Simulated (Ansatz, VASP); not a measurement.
One calculation of ZnCu, two programs

```
Zn Cu
1.0
     2.94696    0.07654    0.07654
     0.07654    2.94696    0.07654
     0.07654    0.07654    2.94696
Zn Cu
1 1
Cartesian
  1.5500 1.5500 1.5500
  0.0000 0.0000 0.0000
```

Alike in both runs: task single point; functional PBEsol; k mesh 18 × 18 × 18; occupations gaussian, width 0.15 eV; no spin polarisation.

|  | VASP | Ansatz |
| --- | --- | --- |
| version | VASP 6.6.1 | Ansatz 0.2.0 |
| potentials or method | VASP PAW PBE potentials, release 64 (Zn, Cu), cutoff 520 eV | scalar-relativistic, plane waves, PAW |
| valence electrons in the cell | 23 | 31 |

|  | VASP | Ansatz | Ansatz less VASP |
| --- | --- | --- | --- |
| gap on the k mesh at the Fermi level (eV) | none | none | - |
| pressure (GPa) | -3.0 | -3.8 | -0.82 |
| traceless stress, the component that is largest in VASP (GPa) | -3.60 | -3.56 | +0.041 |

VASP's potentials were made for PBE, not for PBEsol. A gap of «none» marks a metal or a gap that the smearing closes. The functional is the same, so the differences come from potentials, cutoffs and numerics. VASP's potentials hold 23 valence electrons a cell and Ansatz's 31, so a difference there can come from the potentials and not from the codes.
